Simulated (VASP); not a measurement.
Here is a VASP 6.6.1 calculation.

Contents of POSCAR:

```
ZnS
1.0
    2.6047184253      2.6047184253      0.0000000000
   -2.6047184253      2.6047184253      0.0000000000
    0.0000000000      2.6047184253      2.6047184253
Zn S
1 1
Direct
    0.7500000000      0.2500000000      0.5000000000
    0.0000000000      0.0000000000      0.0000000000
```

INCAR.step1

```
PREC = Accurate
ENCUT = 520
ISMEAR = 0
SIGMA = 0.01
LREAL = F
LASPH = T
NELM = 80
NBANDS = 16
GGA = PE
ALGO = Normal
EDIFF = 1E-4
LWAVE = T
LCHARG = F
```

INCAR.step2

```
PREC = Accurate
ENCUT = 520
EDIFF = 1E-7
ISMEAR = 0
SIGMA = 0.01
LREAL = F
LASPH = T
NELM = 80
ALGO = Normal
ISIF = 2
LWAVE = F
LCHARG = F
METAGGA = R2SCAN
LMIXTAU = T
NBANDS = 16
ISTART = 1
```

File KPOINTS:

```
Automatic mesh
0
Gamma
  8 8 8
```

Potentials or basis: VASP PAW PBE potentials, release 64 (Zn, S).

Launch:

```bash
$ cat potpaw_PBE.64/Zn/POTCAR potpaw_PBE.64/S/POTCAR > POTCAR
$ cp INCAR.step1 INCAR
$ mpirun -np 1 vasp_std > vasp.out
$ cp INCAR.step2 INCAR
$ mpirun -np 1 vasp_std > vasp.out
```

(1) What does it give for the pressure?

(2) Predict the band gap on the k mesh.

Answers

(1) 10.0 GPa.

(2) 3.20 eV.

Caveat: the cell stands under pressure; the PAW data sets were made with another functional, which shifts forces and pressure a little.
